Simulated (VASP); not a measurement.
# WSe2 (Cm) in VASP: further runs, part 2 of 2

VASP 6.6.1.

### Step 5. Single point, PBEsol (the part above a cut slid along it)

INCAR

```
SYSTEM = WSe2
PREC = Accurate
ENCUT = 520
EDIFF = 1E-6
ISMEAR = 0
SIGMA = 0.05
LREAL = .FALSE.
LASPH = .TRUE.
NELM = 100
ALGO = Normal
ISIF = 2
LWAVE = .FALSE.
LCHARG = .FALSE.
GGA = PS
NBANDS = 35
```

KPOINTS

```
Automatic mesh
0
G
  9 9 2
  0 0 0
```

POSCAR

```
WSe2
1.0
   -3.2711504052      0.0000000000      0.0000000000
   -1.6355752026     -2.8328993505      0.0000000000
   -3.6800442058     -2.1246745129     13.2206689562
W Se
2 4
Direct
   -0.0891416667     -0.0891416667      0.5633000000
    0.6191916667      0.6191916667      0.0633000000
   -0.3691813025     -0.3691813025      0.9366861811
    0.3391520308      0.3391520308      0.4366861811
    0.1908979692      0.1908979692      0.1899138189
    0.1492313025      0.1492313025      0.6899138189
```

Potentials or basis: VASP PAW PBE potentials, release 64 (W_sv, Se).

Command:

```console
$ cat potpaw_PBE.64/W_sv/POTCAR potpaw_PBE.64/Se/POTCAR > POTCAR
$ mpirun -np 1 vasp_std > vasp.out
```

OUTCAR:

```text
SYSTEM = WSe2
   PREC = Accurate
   ENCUT = 520
   EDIFF = 1E-6
   ISMEAR = 0
   LREAL = .FALSE.
   LASPH = .TRUE.
   NELM = 100
   ISIF = 2
   GGA = PS

 ion  position               nearest neighbor table
   1  0.911  0.911  0.563-   6 2.52   6 2.52   4 2.52   4 2.52   4 2.52   6 2.52
   2  0.619  0.619  0.063-   3 1.74   5 2.52   5 2.52   5 2.52
   3  0.631  0.631  0.937-   2 1.74
   4  0.339  0.339  0.437-   1 2.52   1 2.52   1 2.52
   5  0.191  0.191  0.190-   2 2.52   2 2.52   2 2.52
   6  0.149  0.149  0.690-   1 2.52   1 2.52   1 2.52

  LATTYP: Found a base centered monoclinic cell.
 ALAT       =     5.6657987010
 B/A-ratio  =     0.5773502692
 C/A-ratio  =     2.3467708039
 COS(beta)  =    -0.1065293635

  Lattice vectors:

 A1 = (  -3.2711504052,   0.0000000000,   0.0000000000)
 A2 = (  -1.6355752026,  -2.8328993505,   0.0000000000)
 A3 = (   1.2266814020,   0.7082248376,  13.2206689562)

Analysis of symmetry for initial positions (statically):
=====================================================================
 Subroutine PRICEL returns:
 Original cell was already a primitive cell.

 Routine SETGRP: Setting up the symmetry group for a
 base centered monoclinic supercell.

 Subroutine GETGRP returns: Found  2 space group operations
 (whereof  2 operations were pure point group operations)
 out of a pool of  4 trial point group operations.

The static configuration has the point symmetry C_1h.

Analysis of symmetry for dynamics (positions and initial velocities):
=====================================================================
 Subroutine PRICEL returns:
 Original cell was already a primitive cell.

 Routine SETGRP: Setting up the symmetry group for a
 base centered monoclinic supercell.

 Subroutine GETGRP returns: Found  2 space group operations
 (whereof  2 operations were pure point group operations)
 out of a pool of  4 trial point group operations.

The dynamic configuration has the point symmetry C_1h.

 Subroutine INISYM returns: Found  2 space group operations
 (whereof  2 operations are pure point group operations),
 and found     1 'primitive' translations

----------------------------------------------------------------------------------------

                                     Primitive cell

  volume of cell :     122.5138

  direct lattice vectors                    reciprocal lattice vectors
    -3.271150405  0.000000000  0.000000000    -0.305702849  0.176497622 -0.056729353
    -1.635575203 -2.832899350  0.000000000     0.000000000 -0.352995245 -0.056729353
    -3.680044206 -2.124674513 13.220668956     0.000000000  0.000000000  0.075639138

  length of vectors
     3.271150405  3.271150405 13.886794259     0.357524632  0.357524632  0.075639138

  position of ions in fractional coordinates (direct lattice)
     0.910858333  0.910858333  0.563300000
     0.619191667  0.619191667  0.063300000
     0.630818697  0.630818697  0.936686181
     0.339152031  0.339152031  0.436686181
     0.190897969  0.190897969  0.189913819
     0.149231302  0.149231302  0.689913819

  ion indices of the primitive-cell ions
   primitive index   ion index
                 1           1
                 2           2
[... 30 lines left out ...]

 Following reciprocal coordinates:
            Coordinates               Weight
  0.000000  0.000000  0.000000      1.000000
  0.111111 -0.000000  0.000000      4.000000
  0.222222 -0.000000  0.000000      4.000000
  0.333333 -0.000000  0.000000      4.000000
  0.444444 -0.000000  0.000000      4.000000
  0.111111  0.111111  0.000000      2.000000
[... 16 lines left out ...]
 -0.333333  0.333333  0.000000      2.000000
  0.444444  0.444444  0.000000      2.000000
 [... further k-points ...]
   k-points           NKPTS =     50   k-points in BZ     NKDIM =     50   number of bands    NBANDS=     35
   number of dos      NEDOS =    301   number of ions     NIONS =      6
   total plane-waves  NPLWV =  62208
   dimension x,y,z NGX =    24 NGY =   24 NGZ =  108
   dimension x,y,z NGXF=    48 NGYF=   48 NGZF=  216
   ions per type =               2   4
   NGX,Y,Z   is equivalent  to a cutoff of  12.20, 12.20, 12.93 a.u.
   NGXF,Y,Z  is equivalent  to a cutoff of  24.39, 24.39, 25.86 a.u.
 SYSTEM =  WSe2
   PREC   = accura    normal or accurate (medium, high low for compatibility)
   ISTART =      0    job   : 0-new  1-cont  2-samecut
   ICHARG =      2    charge: 1-file 2-atom 10-const
   ISPIN  =      1    spin polarized calculation?
   LNONCOLLINEAR =      F non collinear calculations
   LSORBIT =      F    spin-orbit coupling
   LASPH  =      T    aspherical Exc in radial PAW
   ENCUT  =  520.0 eV  38.22 Ry    6.18 a.u.   6.08  6.08 25.82*2*pi/ulx,y,z
   NELM   =    100;   NELMIN=  2; NELMDL= -5     # of ELM steps
   EDIFF  = 0.1E-05   stopping-criterion for ELM
   LREAL  =      F    real-space projection
   EDIFFG = 0.1E-04   stopping-criterion for IOM
   NSW    =      0    number of steps for IOM
   IBRION =     -1    ionic relax: 0-MD 1-quasi-New 2-CG
   NFREE  =      0    steps in history (QN), initial steepest desc. (CG)
   ISIF   =      2    stress and relaxation
   ISYM   =      2    0-nonsym 1-usesym 2-fastsym
   POTIM  = 0.5000    time-step for ionic-motion
   TEBEG  =    0.0;   TEEND  =   0.0 temperature during run
   PSTRESS=    0.0 pullay stress
   NELECT =      52.0000    total number of electrons
   NUPDOWN=      -1.0000    fix difference up-down
   EMIN   =  10.00;   EMAX   =-10.00  energy-range for DOS
   EFERMI =   0.00;   METHOD = LEGACY
   ISMEAR =     0;   SIGMA  =   0.05  broadening in eV -4-tet -1-fermi 0-gaus
   EFERMI_NEDOS =   21; number of points for ismear=-14 and -15
   IALGO  =     38    algorithm
   IMIX   =      4    mixing-type and parameters
     AMIX     =   0.40;   BMIX     =  1.00
     AMIX_MAG =   1.60;   BMIX_MAG =  1.00
  volume/ion in A,a.u.               =      20.42       137.79
  Fermi-wavevector in a.u.,A,eV,Ry     =   1.230309  2.324947 20.594602  1.513661
  Thomas-Fermi vector in A             =   2.365163
   LORBIT       =      0    0 simple, 1 ext, 2 COOP (PROOUT), +10 PAW based schemes
   GGA     = PS    functional components
   LHFCALC =     F    Hartree Fock is set to
   AEXX    =    0.0000 exact exchange contribution
   IVDW    =     0    specifies the selected vdW correction
   LEPSILON=     F    determine dielectric tensor
   LRPA    =     F    only Hartree local field effects (RPA)
 non-spin polarized calculation
 Gauss-broadening in eV      SIGMA  =   0.05
  energy-cutoff  :      520.00
  volume of cell :      122.51
 maximum number of plane-waves:      3344
   NGX = 13   NGY = 13   NGZ = 51

 number of electron      52.0000000 magnetization

 Free energy of the ion-electron system (eV)
  ---------------------------------------------------
  ext. energy  EPLUGINS =         0.00000000
  ---------------------------------------------------
  free energy    TOTEN  =       -36.69576066 eV

  energy without entropy =      -36.69576066  energy(sigma->0) =      -36.69576066

 E-fermi :   6.2149     XC(G=0): -10.7847

 val. band max:        6.0060084047   @ k =  -0.3333   0.3333   0.0000
 cond. band min:       6.5732259585   @ k =   0.3333   0.1111   0.5000
 fundamental gap:      0.5672175539
 Fermi energy:         6.2149475051

 k-point     1 :       0.0000    0.0000    0.0000
  band No.  band energies     occupation
      1     -68.2386      2.00000
      2     -67.9747      2.00000
      3     -33.6640      2.00000
      4     -32.5056      2.00000
      5     -32.3544      2.00000
      6     -32.3537      2.00000
[... 901 lines left out ...]
     34      10.6285      0.00000
     35      10.6329      0.00000

 [... further k-points ...]

------------------------ aborting loop because EDIFF is reached ----------------------------------------

  FORCE on cell =-STRESS in cart. coord.  units (eV):
  Direction    XX          YY          ZZ          XY          YZ          ZX
  --------------------------------------------------------------------------------------
  -------------------------------------------------------------------------------------
  Total        4.9458141      3.1588106     66.3831729      1.5475904     -9.3316345    -16.1628637
  in kB       64.6789975     41.3094179    868.1274726     20.2386496   -122.0346652   -211.3702224
  external PRESSURE =     324.7052960 kB  Pullay stress =       0.0000000 kB

 VOLUME and BASIS-vectors are now :
 -----------------------------------------------------------------------------
  energy-cutoff  :      520.00
  volume of cell :      122.51
      direct lattice vectors                 reciprocal lattice vectors
    -3.271150405  0.000000000  0.000000000    -0.305702849  0.176497622 -0.056729353
    -1.635575203 -2.832899350  0.000000000     0.000000000 -0.352995245 -0.056729353
    -3.680044206 -2.124674513 13.220668956     0.000000000  0.000000000  0.075639138

 POSITION                                       TOTAL-FORCE (eV/Angst)
 -----------------------------------------------------------------------------------
     -6.54230     -3.77720      7.44720         0.013591      0.007846     -0.001128
     -3.27115     -1.88860      0.83687        -8.129060     -4.693315     37.718832
     -6.54230     -3.77720     12.38362         8.841954      5.104905    -38.631748
     -3.27115     -1.88860      5.77328         0.000200      0.000116     -0.093084
     -1.63558     -0.94430      2.51079        -0.740265     -0.427392      0.927917
     -3.27115     -1.88860      9.12112         0.013580      0.007841      0.079211
 -----------------------------------------------------------------------------------
    total drift:                               -0.000226     -0.000131      0.000552

  FREE ENERGIE OF THE ION-ELECTRON SYSTEM (eV)
  ---------------------------------------------------
  free  energy   TOTEN  =       -36.6957606570 eV

  energy  without entropy=      -36.6957606569  energy(sigma->0) =      -36.69576066
```

stdout:

```text
POSCAR found type information on POSCAR W Se
 POSCAR found :  2 types and       6 ions
 scaLAPACK will be used
 -----------------------------------------------------------------------------
|                                                                             |
|                                                                             |
|     You enforced a specific xc type in the INCAR file but a different       |
|     I HOPE YOU KNOW WHAT YOU ARE DOING!                                     |
|                                                                             |
 -----------------------------------------------------------------------------

 LDA part: xc-table for (Slater+PW92), standard interpolation
 POSCAR, INCAR and KPOINTS ok, starting setup
 FFT: planning ... GRIDC
 FFT: planning ... GRID_SOFT
 FFT: planning ... GRID
 WAVECAR not read
 entering main loop
```

Run time: 99 s. Hardware: 1 thread of Intel Xeon 6975P-C (Granite Rapids), shared host; peak memory 0.34 GiB.

What came out:

| Item | Value |
| --- | --- |
| Free energy | -36.6958 eV |
| Pressure | 32.5 GPa |
| Largest force | 39.958 eV/Å |
| Band gap on the k mesh | 0.57 eV (least direct gap 0.70 eV) |

Forces on the atoms (eV/Å):
```
W     0.014   0.008  -0.001
W    -8.129  -4.693  37.719
Se    8.842   5.105 -38.632
Se    0.000   0.000  -0.093
Se   -0.740  -0.427   0.928
Se    0.014   0.008   0.079
```

Stress tensor (GPa, compression positive):
```
  6.47   2.02 -21.14
  2.02   4.13 -12.20
-21.14 -12.20  86.81
```

Caveat: the cell differs from its parent crystal (the part above a cut slid along it); atoms lie so close that the PAW spheres overlap strongly, which falsifies energies and pressures; the stress differs along the axes, from 4 to 87 GPa; the PAW data sets were made with another functional, which shifts forces and pressure a little; spin-orbit coupling is left out, which moves the levels of the heavy elements; this functional lacks dispersion, which binds layers or chains, so the pressure and a relaxed spacing across them are unreliable. A k mesh can miss the band edges.

### Step 6. Overview

```tsv
cell	gap on the mesh (eV)	pressure (GPa)	largest force (eV/Å)
a = 3.271, b = 3.271, c = 14.038 Å, angles 73.1, 73.1, 60.0°, 6 atoms	0.22	16.5	18.81
a = 3.271, b = 3.271, c = 13.229 Å, angles 88.2, 88.2, 60.0°, 6 atoms	0.98	2.5	3.50
a = 3.271, b = 3.271, c = 13.627 Å, angles 77.9, 77.9, 60.0°, 6 atoms	0.35	32.5	40.00
a = 3.271, b = 3.271, c = 13.887 Å, angles 74.6, 74.6, 60.0°, 6 atoms	0.57	32.5	39.96
```

Alike in all rows: task single point; level PBEsol; potentials or basis VASP PAW PBE potentials, release 64 (W_sv, Se); no spin polarisation; k mesh 9 × 9 × 2; cutoff (eV) 520; smearing gaussian 0.05 eV.

Caveats: the PAW data sets were made with another functional, which shifts forces and pressure a little; spin-orbit coupling is left out, which moves the levels of the heavy elements; this functional lacks dispersion, which binds layers or chains, so the pressure and a relaxed spacing across them are unreliable; atoms lie so close that the PAW spheres overlap strongly, which falsifies energies and pressures (at least some runs); the stress differs along the axes, from 4 to 37 GPa (at least some runs); the stress differs along the axes, from 3 to 87 GPa (at least some runs); the stress differs along the axes, from 4 to 87 GPa (at least some runs).

Absolute energies hang on the potentials; compare differences alone.
